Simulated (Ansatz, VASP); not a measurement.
## Two plane-wave programs on SrCl2

The input INCAR:

```
PREC = Accurate
ENCUT = 520
EDIFF = 1E-6
ISMEAR = 0
SIGMA = 0.05
LREAL = F
LASPH = T
NELM = 60
ALGO = Normal
ISIF = 2
LWAVE = F
LCHARG = F
GGA = PE
NBANDS = 19
```

The input KPOINTS:

```
Automatic mesh
0
Gamma
  6 6 6
```

File POSCAR:

```
SrCl2
1.0
    0.0000000000      3.4631086644      3.6923664579
    3.4631086644      0.0000000000      3.6923664579
    3.4631086644      3.4631086644      0.0000000000
Sr Cl
1 2
Direct
    0.0000000000      0.0000000000      0.0000000000
    0.2500000000      0.2500000000      0.2500000000
    0.7500000000      0.7500000000      0.7500000000
```

Input for Ansatz:

```yaml
crystal:
  lattice:
    - [0.0, 3.4631086644, 3.6923664579]
    - [3.4631086644, 0.0, 3.6923664579]
    - [3.4631086644, 3.4631086644, 0.0]
  atoms:
    - { symbol: Sr, position: [0.0, 0.0, 0.0] }
    - { symbol: Cl, position: [0.25, 0.25, 0.25] }
    - { symbol: Cl, position: [0.75, 0.75, 0.75] }
basis:
  ecutwfc: 420
kpoints:
  mp_grid: { grid: [6, 6, 6] }
hamiltonian:
  xc: pbe
scf:
  occupations: { method: gaussian, width: 0.05 }
output:
  forces: true
  stress: true
  eigenvalues: true
```

Alike in both runs: task single point; functional PBE; k mesh 6 × 6 × 6; occupations gaussian, width 0.05 eV; no spin polarisation.

|  | VASP | Ansatz |
| --- | --- | --- |
| version | VASP 6.6.1 | Ansatz 0.2.0 |
| potentials or method | VASP PAW PBE potentials, release 64 (Sr_sv, Cl), cutoff 520 eV | scalar-relativistic, plane waves, PAW |
| valence electrons in the cell | 24 | 24 |

|  | VASP | Ansatz | Ansatz less VASP |
| --- | --- | --- | --- |
| gap on the k mesh at the Fermi level (eV) | 4.92 | 4.92 | +0.003 |
| least direct gap on the mesh (eV) | 5.22 | 5.22 | +0.001 |
| pressure (GPa) | -0.4 | -0.5 | -0.07 |
| traceless stress, the component that is largest in VASP (GPa) | -2.05 | -2.07 | -0.011 |
